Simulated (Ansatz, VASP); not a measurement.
**CaS3: VASP beside Ansatz**

```
CELL_PARAMETERS angstrom
-1.90852 1.90852 5.36954
1.90852 -1.90852 5.36954
1.90852 1.90852 -5.36954
ATOMIC_POSITIONS crystal
Ca 0.00000 0.00000 0.00000
S 0.50000 0.50000 0.00000
S 0.25000 0.75000 0.50000
S 0.75000 0.25000 0.50000
```

Alike in both runs: functional PBE; k mesh 6 × 6 × 6; occupations gaussian, width 0.1 eV; no spin polarisation.

Ansatz relaxed the structure, and its values are those at the end. VASP's run is a single point on that final structure, the one shown.

```csv
,VASP,Ansatz
version,VASP 6.6.1,Ansatz 0.2.0
potentials or method,"VASP PAW PBE potentials, release 64 (Ca_sv, S), cutoff 520 eV","scalar-relativistic, plane waves, PAW"
valence electrons in the cell,28,28
```

Ansatz gave:

| Item | Value |
| --- | --- |
| gap on the k mesh at the Fermi level (eV) | none |
| pressure (GPa) | 0.1 |

Question: What did VASP give for the same quantities?

Answer: gap on the k mesh at the Fermi level (eV): none; pressure (GPa): 0.2.

A gap of «none» marks a metal or a gap that the smearing closes.

The k mesh is coarse, so the values compare programs but aren't converged.
